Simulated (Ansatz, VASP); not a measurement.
## Li2Se: VASP beside Ansatz

```xyz
3
Lattice="2.9934 2.9934 0.0000 -2.9934 2.9934 0.0000 0.0000 2.9934 2.9934" Properties=species:S:1:pos:R:3 pbc="T T T"
Li   -1.4967    4.4901    1.4967
Li    1.4967    4.4901    1.4967
Se    0.0000    0.0000    0.0000
```

Alike in both runs: functional r2SCAN; k mesh 12 × 12 × 12; occupations fermi-dirac, width 0.1 eV; no spin polarisation.

Ansatz relaxed the structure, and its values are those at the end. VASP's run is a single point on that final structure, the one shown.

```csv
,VASP,Ansatz
version,VASP 6.6.1,Ansatz 0.2.0
potentials or method,"VASP PAW PBE potentials, release 64 (Li_sv, Se)","PAW with Ansatz's default frozen-core files, scalar-relativistic"
plane-wave cutoff (eV),830,500
valence electrons in the cell,12,22
```

|  | VASP | Ansatz | Ansatz less VASP |
| --- | --- | --- | --- |
| pressure (GPa) | -0.2 | 0.0 | +0.12 |

VASP's potentials were made for PBE, not for r2SCAN. VASP's potentials hold 12 valence electrons a cell and Ansatz's 22, so a difference there can come from the potentials and not from the codes.
